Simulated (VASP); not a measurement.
Crystal: RbBr3.

```
Rb Br
1.0
    -2.25857    2.25857    6.43700
     2.25857   -2.25857    6.43700
     2.25857    2.25857   -6.43700
Rb Br
1 3
Direct
  0.00000 0.00000 0.00000
  0.75000 0.25000 0.50000
  0.25000 0.75000 0.50000
  0.50000 0.50000 0.00000
```

Base run:

```yaml
Program: VASP 6.6.1
Functional: PBE
Potentials_or_basis: VASP PAW PBE potentials, release 64 (Rb_sv, Br)
Cutoff: 500 eV
k_mesh: 14 × 14 × 14
Occupations: fermi-dirac, width 0.5 eV
Spin: no spin polarisation
```

Its results: band gap on the k mesh zero (bands 15 and 16 overlap by 1.51 eV); pressure 2.4 GPa.

**Question.** The run is repeated on the same cell with these changes: occupations from fermi-dirac, width 0.5 eV to methfessel-paxton, width 0.05 eV. What comes out?

**Answer.** Band gap on the k mesh zero (bands 15 and 16 overlap by 1.01 eV); pressure 0.7 GPa.

Caveats: so wide a smearing shifts energies and pressures (at least some runs).
